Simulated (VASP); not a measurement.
# TiAl in VASP: a series of runs

The runs below take TiAl through single point, with PBE.

Everything below comes from runs of VASP 6.6.1. Logs are shortened: lines on timing, memory, paths and dates and some standing lists are left out, and cuts for length are marked.

## 1. The cell of the first run

The typed cell holds 2 atoms: a = 2.821 Å, b = 2.820 Å, c = 4.083 Å, α = 90.00°, β = 90.00°, γ = 90.00°.

## 2. Single point, PBE

Contents of INCAR:

```
SYSTEM = TiAl
ALGO = Fast
EDIFF = 1E-6
ENCUT = 520
GGA = PE
ISIF = 2
ISMEAR = 0
LASPH = .TRUE.
LCHARG = .FALSE.
LREAL = .FALSE.
LWAVE = .FALSE.
NBANDS = 14
NELM = 100
PREC = Accurate
SIGMA = 0.1
```

Contents of KPOINTS:

```
k-points
0
G
  6 6 4
  0 0 0
```

Contents of POSCAR:

```
TiAl
1.0
    2.8206653985      0.0000000000      0.0000000000
    0.0000000000      2.8200640024      0.0000000000
    0.0000000000      0.0000000000      4.0829607144
Ti Al
1 1
Direct
    0.5000000000      0.5000000000      0.5000476093
    0.0000000000      0.0000000000      0.9999523907
```

Potentials or basis: VASP PAW PBE potentials, release 64 (Ti_sv, Al).

Started as:

```sh
$ cat potpaw_PBE.64/Ti_sv/POTCAR potpaw_PBE.64/Al/POTCAR > POTCAR
$ mpirun -np 1 vasp_std > vasp.out
```

OUTCAR:

```text
SYSTEM = TiAl
   EDIFF = 1E-6
   ENCUT = 520
   GGA = PE
   ISIF = 2
   ISMEAR = 0
   LASPH = .TRUE.
   LREAL = .FALSE.
   NELM = 100
   PREC = Accurate

 ion  position               nearest neighbor table
   1  0.500  0.500  0.500-   2 2.85   2 2.85   2 2.85   2 2.85   2 2.85   2 2.85   2 2.85   2 2.85

   2  0.000  0.000  1.000-   1 2.85   1 2.85   1 2.85   1 2.85   1 2.85   1 2.85   1 2.85   1 2.85

  LATTYP: Found a simple orthorhombic cell.
 ALAT       =     2.8200640024
 B/A-ratio  =     1.0002132562
 C/A-ratio  =     1.4478255497

  Lattice vectors:

 A1 = (   0.0000000000,  -2.8200640024,   0.0000000000)
 A2 = (   2.8206653985,   0.0000000000,   0.0000000000)
 A3 = (   0.0000000000,   0.0000000000,   4.0829607144)

Analysis of symmetry for initial positions (statically):
=====================================================================
 Subroutine PRICEL returns:
 Original cell was already a primitive cell.

 Routine SETGRP: Setting up the symmetry group for a
 simple orthorhombic supercell.

 Subroutine GETGRP returns: Found  4 space group operations
 (whereof  4 operations were pure point group operations)
 out of a pool of  8 trial point group operations.

The static configuration has the point symmetry C_2v.

Analysis of symmetry for dynamics (positions and initial velocities):
=====================================================================
 Subroutine PRICEL returns:
 Original cell was already a primitive cell.

 Routine SETGRP: Setting up the symmetry group for a
 simple orthorhombic supercell.

 Subroutine GETGRP returns: Found  4 space group operations
 (whereof  4 operations were pure point group operations)
 out of a pool of  8 trial point group operations.

The dynamic configuration has the point symmetry C_2v.

 Subroutine INISYM returns: Found  4 space group operations
 (whereof  4 operations are pure point group operations),
 and found     1 'primitive' translations

----------------------------------------------------------------------------------------

                                     Primitive cell

  volume of cell :      32.4777

  direct lattice vectors                    reciprocal lattice vectors
     2.820665399  0.000000000  0.000000000     0.354526276  0.000000000  0.000000000
     0.000000000  2.820064002  0.000000000     0.000000000  0.354601881  0.000000000
     0.000000000  0.000000000  4.082960714     0.000000000  0.000000000  0.244920309

  length of vectors
     2.820665399  2.820064002  4.082960714     0.354526276  0.354601881  0.244920309

  position of ions in fractional coordinates (direct lattice)
[... 87 lines left out ...]
   POTIM  = 0.5000    time-step for ionic-motion
   TEBEG  =    0.0;   TEEND  =   0.0 temperature during run
   PSTRESS=    0.0 pullay stress
   NELECT =      15.0000    total number of electrons
   NUPDOWN=      -1.0000    fix difference up-down
   EMIN   =  10.00;   EMAX   =-10.00  energy-range for DOS
   EFERMI =   0.00;   METHOD = LEGACY
   ISMEAR =     0;   SIGMA  =   0.10  broadening in eV -4-tet -1-fermi 0-gaus
   EFERMI_NEDOS =   21; number of points for ismear=-14 and -15
   IALGO  =     68    algorithm
   IMIX   =      4    mixing-type and parameters
     AMIX     =   0.40;   BMIX     =  1.00
     AMIX_MAG =   1.60;   BMIX_MAG =  1.00
  volume/ion in A,a.u.               =      16.24       109.59
  Fermi-wavevector in a.u.,A,eV,Ry     =   1.265445  2.391345 21.787710  1.601352
  Thomas-Fermi vector in A             =   2.398698
   LORBIT       =      0    0 simple, 1 ext, 2 COOP (PROOUT), +10 PAW based schemes
   GGA     = PE    functional components
   LHFCALC =     F    Hartree Fock is set to
   AEXX    =    0.0000 exact exchange contribution
   IVDW    =     0    specifies the selected vdW correction
   LEPSILON=     F    determine dielectric tensor
   LRPA    =     F    only Hartree local field effects (RPA)
 non-spin polarized calculation
 RMM-DIIS sequential band-by-band and
 Gauss-broadening in eV      SIGMA  =   0.10
  energy-cutoff  :      520.00
  volume of cell :       32.48
 maximum number of plane-waves:       891
 NGX is ok and might be reduce to    24
   NGX = 11   NGY = 11   NGZ = 15

 number of electron      15.0000001 magnetization

 Free energy of the ion-electron system (eV)
  ---------------------------------------------------
  ext. energy  EPLUGINS =         0.00000000
  ---------------------------------------------------
  free energy    TOTEN  =       -12.39755744 eV

  energy without entropy =      -12.39084627  energy(sigma->0) =      -12.39420185

 E-fermi :   8.3299     XC(G=0): -11.0343

 val. band max:        8.2847383734   @ k =   0.0000   0.1667   0.2500
 cond. band min:       8.3904720076   @ k =   0.1667   0.1667   0.2500
 fundamental gap:      0.1057336343
 Fermi energy:         8.3298741784

 k-point     1 :       0.0000    0.0000    0.0000
  band No.  band energies     occupation
      1     -48.3925      2.00000
      2     -24.7913      2.00000
      3     -24.3370      2.00000
      4     -24.3364      2.00000
      5      -0.7134      2.00000
      6       6.4015      2.00000
      7       7.4251      2.00000
      8       7.9025      2.00000
      9      10.4143      0.00000
     10      10.4160      0.00000
     11      11.5589      0.00000
     12      14.3831      0.00000
     13      16.7354      0.00000
     14      16.7432      0.00000
[... 377 lines left out ...]
      1     -48.3198      2.00000
      2     -24.7959      2.00000
      3     -24.7259      2.00000
      4     -24.4093      2.00000
      5       3.9609      2.00000
      6       4.8341      2.00000
      7       6.7725      2.00000
      8       8.4399      0.11973
      9       9.5279      0.00000
     10       9.7817      0.00000
     11      11.6223      0.00000
     12      13.1817      0.00000
     13      14.0806      0.00000
     14      16.4776      0.00000

 [... further k-points ...]
[... 5 lines left out ...]
  --------------------------------------------------------------------------------------
  -------------------------------------------------------------------------------------
  Total        0.0366766      0.0448101     -0.0545174      0.0000000      0.0000000      0.0000000
  in kB        1.8093143      2.2105507     -2.6894286      0.0000000      0.0000000      0.0000000
  external PRESSURE =       0.4434788 kB  Pullay stress =       0.0000000 kB

 VOLUME and BASIS-vectors are now :
 -----------------------------------------------------------------------------
  energy-cutoff  :      520.00
  volume of cell :       32.48
      direct lattice vectors                 reciprocal lattice vectors
     2.820665399  0.000000000  0.000000000     0.354526276  0.000000000  0.000000000
     0.000000000  2.820064002  0.000000000     0.000000000  0.354601881  0.000000000
     0.000000000  0.000000000  4.082960714     0.000000000  0.000000000  0.244920309

 POSITION                                       TOTAL-FORCE (eV/Angst)
 -----------------------------------------------------------------------------------
      1.41033      1.41003      2.04167         0.000000      0.000000     -0.002199
      0.00000      0.00000      4.08277         0.000000      0.000000      0.002199
 -----------------------------------------------------------------------------------
    total drift:                                0.000000      0.000000      0.000010

  FREE ENERGIE OF THE ION-ELECTRON SYSTEM (eV)
  ---------------------------------------------------
  free  energy   TOTEN  =       -12.3975574379 eV

  energy  without entropy=      -12.3908462702  energy(sigma->0) =      -12.39420185
```

Run time: 28 s. Hardware: 1 thread of Intel Xeon 8259CL, shared host; peak memory 0.15 GiB.

What came out:

- Free energy: -12.3976 eV
- Pressure: 0.0 GPa
- Band gap on the k mesh: zero (an odd number of electrons rules out a gap without spin polarisation)

Forces on the atoms (eV/Å):
```
Ti   0.000  0.000 -0.002
Al   0.000  0.000  0.002
```

Caveat: the k points lie up to 0.38 Å⁻¹ apart, too coarse for converged energies and pressures of a metal.

## 3. Single point, PBE, collinear spin

Contents of INCAR:

```
SYSTEM = TiAl
PREC = Accurate ; ENCUT = 520
EDIFF = 1E-6 ; ISMEAR = 0
SIGMA = 0.1 ; LREAL = .FALSE.
LASPH = .TRUE. ; NELM = 150
ALGO = Normal ; ISIF = 2
LWAVE = .FALSE. ; LCHARG = .TRUE.
ISPIN = 2 ; MAGMOM = 1 0
LORBIT = 11 ; LMAXMIX = 4
GGA = PE ; LELF = .TRUE.
LVHAR = .TRUE. ; NBANDS = 18
```

Contents of KPOINTS:

```
regular mesh
0
G
  6 6 4
  0 0 0
```

Contents of POSCAR:

```
TiAl
1.0
    2.8203647004      0.0000000000      0.0000000000
    0.0000000000      2.8203647004      0.0000000000
    0.0000000000      0.0000000000      4.0829607144
Ti Al
1 1
Direct
    0.5000000000      0.5000000000      0.5000000000
    0.0000000000      0.0000000000      0.0000000000
```

Potentials or basis: VASP PAW PBE potentials, release 64 (Ti_sv, Al).

Started as:

```sh
$ cat potpaw_PBE.64/Ti_sv/POTCAR potpaw_PBE.64/Al/POTCAR > POTCAR
$ mpirun -np 1 vasp_std > vasp.out
```

OUTCAR:

```text
SYSTEM = TiAl
   PREC = Accurate
   ENCUT = 520
   EDIFF = 1E-6
   ISMEAR = 0
   LREAL = .FALSE.
   LASPH = .TRUE.
   NELM = 150
   ISIF = 2
   ISPIN = 2
   LORBIT = 11
   GGA = PE

 ion  position               nearest neighbor table
   1  0.500  0.500  0.500-   2 2.85   2 2.85   2 2.85   2 2.85   2 2.85   2 2.85   2 2.85   2 2.85

   2  0.000  0.000  0.000-   1 2.85   1 2.85   1 2.85   1 2.85   1 2.85   1 2.85   1 2.85   1 2.85

  LATTYP: Found a simple tetragonal cell.
 ALAT       =     2.8203647004
 C/A-ratio  =     1.4476711873

  Lattice vectors:

 A1 = (   2.8203647004,   0.0000000000,   0.0000000000)
 A2 = (   0.0000000000,   2.8203647004,   0.0000000000)
 A3 = (   0.0000000000,   0.0000000000,   4.0829607144)

Analysis of symmetry for initial positions (statically):
=====================================================================
 Subroutine PRICEL returns:
 Original cell was already a primitive cell.

 Routine SETGRP: Setting up the symmetry group for a
 simple tetragonal supercell.

 Subroutine GETGRP returns: Found 16 space group operations
 (whereof 16 operations were pure point group operations)
 out of a pool of 16 trial point group operations.

The static configuration has the point symmetry D_4h.

Analysis of symmetry for dynamics (positions and initial velocities):
=====================================================================
 Subroutine PRICEL returns:
 Original cell was already a primitive cell.

 Routine SETGRP: Setting up the symmetry group for a
 simple tetragonal supercell.

 Subroutine GETGRP returns: Found 16 space group operations
 (whereof 16 operations were pure point group operations)
 out of a pool of 16 trial point group operations.

The dynamic configuration has the point symmetry D_4h.

Analysis of structural, dynamic, and magnetic symmetry:
=====================================================================
 Subroutine PRICEL returns:
 Original cell was already a primitive cell.

[... 145 lines left out ...]

 number of electron      15.0000001 magnetization       0.0047047

 number of electron      15.0000001 magnetization      -0.0007779

 Free energy of the ion-electron system (eV)
  ---------------------------------------------------
  ext. energy  EPLUGINS =         0.00000000
  ---------------------------------------------------
  free energy    TOTEN  =       -12.39756075 eV

  energy without entropy =      -12.39084303  energy(sigma->0) =      -12.39420189

 E-fermi :   8.3301     XC(G=0): -11.0343

 val. band max:        8.2851799349   @ k =   0.1667   0.0000   0.2500
 cond. band min:       8.3903784916   @ k =   0.1667   0.1667   0.2500
 fundamental gap:      0.1051985567
 Fermi energy:         8.3301417911

 spin component 1

 k-point     1 :       0.0000    0.0000    0.0000
  band No.  band energies     occupation
      1     -48.3918      1.00000
      2     -24.7897      1.00000
      3     -24.3362      1.00000
      4     -24.3362      1.00000
      5      -0.7133      1.00000
      6       6.4015      1.00000
[... 493 lines left out ...]
     17      23.3043      0.00000
     18      23.5420      0.00000

 [... further k-points ...]

 spin component 2

 k-point     1 :       0.0000    0.0000    0.0000
  band No.  band energies     occupation
      1     -48.3924      1.00000
      2     -24.7909      1.00000
      3     -24.3367      1.00000
      4     -24.3367      1.00000
      5      -0.7135      1.00000
      6       6.4014      1.00000
[... 493 lines left out ...]
     17      23.3035      0.00000
     18      23.5418      0.00000

 [... further k-points ...]
[... 5 lines left out ...]
  --------------------------------------------------------------------------------------
  -------------------------------------------------------------------------------------
  Total        0.0199976      0.0199976     -0.0624636      0.0000000      0.0000000      0.0000000
  in kB        0.9865147      0.9865147     -3.0814248      0.0000000      0.0000000      0.0000000
  external PRESSURE =      -0.3694651 kB  Pullay stress =       0.0000000 kB

 VOLUME and BASIS-vectors are now :
 -----------------------------------------------------------------------------
  energy-cutoff  :      520.00
  volume of cell :       32.48
      direct lattice vectors                 reciprocal lattice vectors
     2.820364700  0.000000000  0.000000000     0.354564075  0.000000000  0.000000000
     0.000000000  2.820364700  0.000000000     0.000000000  0.354564075  0.000000000
     0.000000000  0.000000000  4.082960714     0.000000000  0.000000000  0.244920309

 POSITION                                       TOTAL-FORCE (eV/Angst)
 -----------------------------------------------------------------------------------
      1.41018      1.41018      2.04148         0.000000      0.000000      0.000000
      0.00000      0.00000      0.00000         0.000000      0.000000      0.000000
 -----------------------------------------------------------------------------------
    total drift:                                0.000000      0.000000     -0.000000

  FREE ENERGIE OF THE ION-ELECTRON SYSTEM (eV)
  ---------------------------------------------------
  free  energy   TOTEN  =       -12.3975607458 eV

  energy  without entropy=      -12.3908430271  energy(sigma->0) =      -12.39420189

 total charge

# of ion       s       p       d       tot
------------------------------------------
    1        2.204   6.118   1.946  10.267
    2        0.410   0.418   0.000   0.828
--------------------------------------------------
tot          2.614   6.536   1.946  11.095

 magnetization (x)

# of ion       s       p       d       tot
------------------------------------------
    1       -0.000   0.000  -0.000  -0.000
    2       -0.000  -0.000   0.000  -0.000
--------------------------------------------------
tot         -0.000  -0.000  -0.000  -0.000
```

Run time: 24 s. Hardware: 1 thread of Intel Xeon 8259CL, shared host; peak memory 0.17 GiB.

What came out:

```
Free energy                                           : -12.3976 eV
Pressure                                              : 0.0 GPa
Net moment                                            : 0.00 μB per cell
Valence electrons inside the program's atomic spheres : Ti 10.27; Al 0.83
```

Caveat: the k points lie up to 0.38 Å⁻¹ apart.

The gap in the log of VASP goes by the Fermi energy; the results here count the filled bands.